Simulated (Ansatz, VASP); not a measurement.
One calculation of NaLiCl2, two programs

Contents of INCAR:

```
ALGO     = Normal         # electronic algorithm
EDIFF    = 1E-6           # SCF threshold, eV
ENCUT    = 520            # plane-wave cutoff, eV
GGA      = PE             # functional
ISIF     = 2              # what is computed and relaxed
ISMEAR   = 0              # smearing method
LASPH    = True           # aspherical terms in the spheres
LCHARG   = False          # write CHGCAR
LREAL    = False          # projectors in reciprocal space
LWAVE    = False          # write WAVECAR
NBANDS   = 20             # bands
NELM     = 100            # most SCF steps
PREC     = Accurate       # precision mode
SIGMA    = 0.01           # smearing width, eV
```

Contents of KPOINTS:

```
k-points
0
Gamma
  8 8 8
```

Contents of POSCAR:

```
NaLiCl2
1.0
    1.8915979370      1.0921145781      6.2476405517
   -1.8915979370      1.0921145781      6.2476405517
    0.0000000000     -2.1842291562      6.2476405517
Li Na Cl
1 1 2
Direct
    1.0000000000      0.0000000000      0.0000000000
    0.5000000000      0.5000000000      0.5000000000
    0.2566860802      0.2566860802      0.2566860802
    0.7433139198      0.7433139198      0.7433139198
```

Input for Ansatz:

```yaml
crystal:
  lattice:
    - [1.891597937, 1.0921145781, 6.2476405517]
    - [-1.891597937, 1.0921145781, 6.2476405517]
    - [0.0, -2.1842291562, 6.2476405517]
  atoms:
    - { symbol: Li, position: [1.0, 0.0, 0.0] }
    - { symbol: Na, position: [0.5, 0.5, 0.5] }
    - { symbol: Cl, position: [0.2566860802, 0.2566860802, 0.2566860802] }
    - { symbol: Cl, position: [0.7433139198, 0.7433139198, 0.7433139198] }
kpoints:
  mp_grid: { grid: [8, 8, 8] }
  band_path:
    path:
      - [0.0, 0.0, 0.0]
      - [0.5, 0.5, 0.5]
      - [0.8129622991, 0.1870377009, 0.5]
      - [0.5, -0.1870377009, 0.1870377009]
      - [0.5, 0.0, 0.0]
      - [0.3435188505, -0.3435188505, 0.0]
      - [0.6564811495, 0.0, 0.3435188505]
      - [0.5, 0.0, 0.5]
    npoints: 1
hamiltonian:
  xc: pbe
scf:
  occupations: { method: fixed }
  n_extra_bands: 5
output:
  forces: true
  stress: true
  eigenvalues: true
```

Alike in both runs: task single point; functional PBE; k mesh 8 × 8 × 8; no spin polarisation.

|  | VASP | Ansatz |
| --- | --- | --- |
| version | VASP 6.6.1 | Ansatz 0.2.0 |
| potentials or method | VASP PAW PBE potentials, release 64 (Li_sv, Na_pv, Cl) | plane waves, PAW |
| plane-wave cutoff (eV) | 520 | 420 |
| occupations | gaussian, width 0.01 eV | fixed |
| valence electrons in the cell | 24 | 26 |

```csv
,VASP,Ansatz,Ansatz less VASP
gap on the k mesh at the Fermi level (eV),5.60,5.60,-0.004
rms of the force components (eV/Å),0.028,0.026,-0.0018
```

Atom by atom the forces differ by 0.002 eV/Å (rms over components). VASP's potentials hold 24 valence electrons a cell and Ansatz's 26, so a difference there can come from the potentials and not from the codes.

Noted on VASP's run: the cutoff is short for stress, so the pressure is rough.
